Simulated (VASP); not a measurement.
# BaS (zincblende type): electric field gradients with r2SCAN

BaS (zincblende type):

```
CELL_PARAMETERS angstrom
0.00000 3.51614 3.51614
3.51614 0.00000 3.51614
3.51614 3.51614 0.00000
ATOMIC_POSITIONS crystal
Ba 0.00000 0.00000 0.00000
S 0.25000 0.25000 0.25000
```

```yaml
Program: VASP 6.6.1
Task: electric field gradients
Functional: r2SCAN
Potentials_or_basis: VASP PAW PBE potentials, release 64 (Ba_sv, S)
Cutoff: 520 eV
k_mesh: 9 × 9 × 9
Occupations: fermi-dirac, width 0.08 eV
Spin: no spin polarisation
Dipole_correction: no
Further_INCAR_settings: ALGO = Normal; EDIFF = 1e-08; NBANDS = 15
```

The pressure is 0.5 GPa. The band gap on the k mesh is 3.11 eV (least direct gap 3.72 eV) and the largest electric field gradient by atom is zero within the noise of the run.

Levels at points of the mesh, in eV from the valence-band top:
```csv
k point,band 6,band 7,band 8,band 9,band 10,band 11
"(0.00, 0.00, 0.00)",-0.66,-0.66,-0.66,3.11,5.58,5.58
```

It took 99 s on 1 thread of Intel(R) Xeon(R) 6975P-C (Granite Rapids) (shared host), peak memory 0.27 GiB.

Caveat: the PAW data sets were made with another functional, which shifts forces and pressure a little; spin-orbit coupling is left out, which moves the levels of the heavy elements; an odd mesh through Γ misses points on the zone boundary, where band edges can lie.
